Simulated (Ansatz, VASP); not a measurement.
## One calculation of Co, two programs

Contents of INCAR:

```
SYSTEM = Co
PREC = Accurate
ENCUT = 520
EDIFF = 1E-6
ISMEAR = -1
SIGMA = 0.05
LREAL = .FALSE.
LASPH = .TRUE.
NELM = 150
ALGO = Normal
ISIF = 2
LWAVE = .FALSE.
LCHARG = .FALSE.
ISPIN = 2
MAGMOM = -1.729 -1.729
LORBIT = 11
LMAXMIX = 4
GGA = RP
NBANDS = 20
```

KPOINTS

```
regular mesh
0
G
  23 23 13
  0 0 0
```

The input POSCAR:

```
Co
1.0
    2.6162309290      0.0000000000      0.0000000000
   -1.3081154645      2.2657224467      0.0000000000
    0.0000000000      0.0000000000      4.2261049717
Co
2
Direct
    0.3333333333      0.6666666667      0.2500000000
    0.6666666667      0.3333333333      0.7500000000
```

Input for Ansatz:

```yaml
crystal:
  lattice:
    - [2.616230929, 0.0, 0.0]
    - [-1.3081154645, 2.2657224467, 0.0]
    - [0.0, 0.0, 4.2261049717]
  atoms:
    - { symbol: Co, position: [0.3333333333, 0.6666666667, 0.25], spin: -1.729 }
    - { symbol: Co, position: [0.6666666667, 0.3333333333, 0.75], spin: -1.729 }
hamiltonian:
  xc: rpbe
  pseudopotentials:
    kind: paw
    azcp:
      Co: "pseudopotentials/Co.paw.azcp"
basis:
  ecutwfc: 420
  fft_grid_basis: typed
kpoints:
  mp_grid: { grid: [23, 23, 13], shift: [0, 0, 0] }
magnetization:
  spin_polarized: true
scf:
  occupations: { method: fermi_dirac, width: 0.05 }
output:
  stress: true
```

Alike in both runs: task single point; functional RPBE; k mesh 23 × 23 × 13; occupations fermi-dirac, width 0.05 eV; collinear spin.

```csv
,VASP,Ansatz
version,VASP 6.6.1,Ansatz 0.2.0
potentials or method,"VASP PAW PBE potentials, release 64 (Co), cutoff 520 eV","plane waves (420 eV) with PAW, scalar-relativistic"
valence electrons in the cell,18,34
```

```tsv
	VASP	Ansatz	Ansatz less VASP
pressure (GPa)	-16.8	-16.8	0.00
traceless stress, the component that is largest in VASP (GPa)	0.35	0.53	+0.178
net moment per atom (μB)	1.72	1.73	+0.012
size of the moment on the site where the two differ most (μB)	1.77	1.83	+0.057
```

VASP's potentials were made for PBE, not for RPBE. Site moments also hang on the region over which each program counts them. VASP's potentials hold 18 valence electrons a cell and Ansatz's 34, so a difference there can come from the potentials and not from the codes.
